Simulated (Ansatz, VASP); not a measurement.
Rh: VASP beside Ansatz

INCAR

```
SYSTEM = Rh
PREC     = Accurate       ! precision mode
ENCUT    = 520            ! plane-wave cutoff, eV
EDIFF    = 1E-8           ! SCF threshold, eV
ISMEAR   = -1             ! smearing method
SIGMA    = 0.08           ! smearing width, eV
LREAL    = .False.        ! projectors in reciprocal space
LASPH    = .True.         ! aspherical terms in the spheres
NELM     = 100            ! most SCF steps
ALGO     = Normal         ! electronic algorithm
ISIF     = 2              ! what is computed and relaxed
LWAVE    = .False.        ! write WAVECAR
LCHARG   = .False.        ! write CHGCAR
GGA      = PE             ! functional
LEFG     = .True.       
NBANDS   = 14             ! bands
```

The input KPOINTS:

```
regular mesh
0
Gamma
  16 16 16
  0 0 0
```

The input POSCAR:

```
Rh
1.0
    0.0000000000      1.8627319650      1.8627319650
    1.8627319650      0.0000000000      1.8627319650
    1.8627319650      1.8627319650      0.0000000000
Rh
1
Direct
    0.0000000000      0.0000000000      0.0000000000
```

Input for Ansatz:

```yaml
crystal:
  lattice:
    - [0.0, 1.862731965, 1.862731965]
    - [1.862731965, 0.0, 1.862731965]
    - [1.862731965, 1.862731965, 0.0]
  atoms:
    - { symbol: Rh, position: [0.0, 0.0, 0.0] }
kpoints:
  mp_grid: { grid: [16, 16, 16] }
scf:
  occupations: { method: fermi_dirac, width: 0.08 }
hamiltonian:
  xc: pbe
  pseudopotentials: { kind: all_electron, datasets: crystal }
output:
  forces: true
  stress: true
  eigenvalues: true
  efg: { contact_densities: true }
```

Change from the starting cell: volume scaled by 0.94, crystal datasets.

Alike in both runs: task electric field gradients; functional PBE; k mesh 16 × 16 × 16; occupations fermi-dirac, width 0.08 eV; no spin polarisation.

|  | VASP | Ansatz |
| --- | --- | --- |
| version | VASP 6.6.1 | Ansatz 0.2.0 |
| potentials or method | VASP PAW PBE potentials, release 64 (Rh_pv), cutoff 520 eV | all-electron PAW with datasets made for the crystal, scalar-relativistic |

Ansatz gave:

- pressure (GPa): 26.7

Problem. What did VASP give for the same quantities?

Solution. Pressure (GPa): 26.8.

Ansatz ran all-electron here, and VASP with PAW potentials.
